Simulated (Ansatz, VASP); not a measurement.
# One calculation of Bi, two programs

```
Bi
1.0
    -1.98054    1.98054    1.98054
     1.98054   -1.98054    1.98054
     1.98054    1.98054   -1.98054
Bi
1
Direct
  0.00000 0.00000 0.00000
```

Alike in both runs: task single point; functional r2SCAN; k mesh 14 × 14 × 14; occupations gaussian, width 0.05 eV; no spin polarisation.

```csv
,VASP,Ansatz
version,VASP 6.6.1,Ansatz 0.2.0
potentials or method,"VASP PAW PBE potentials, release 64 (Bi_d), cutoff 520 eV","scalar-relativistic, plane waves, PAW"
valence electrons in the cell,15,15
```

|  | VASP | Ansatz | Ansatz less VASP |
| --- | --- | --- | --- |
| gap on the k mesh at the Fermi level (eV) | none | none | - |
| pressure (GPa) | 0.0 | 0.0 | +0.04 |

VASP's potentials were made for PBE, not for r2SCAN. A gap of «none» marks a metal or a gap that the smearing closes.

Neither program's run includes spin-orbit coupling.
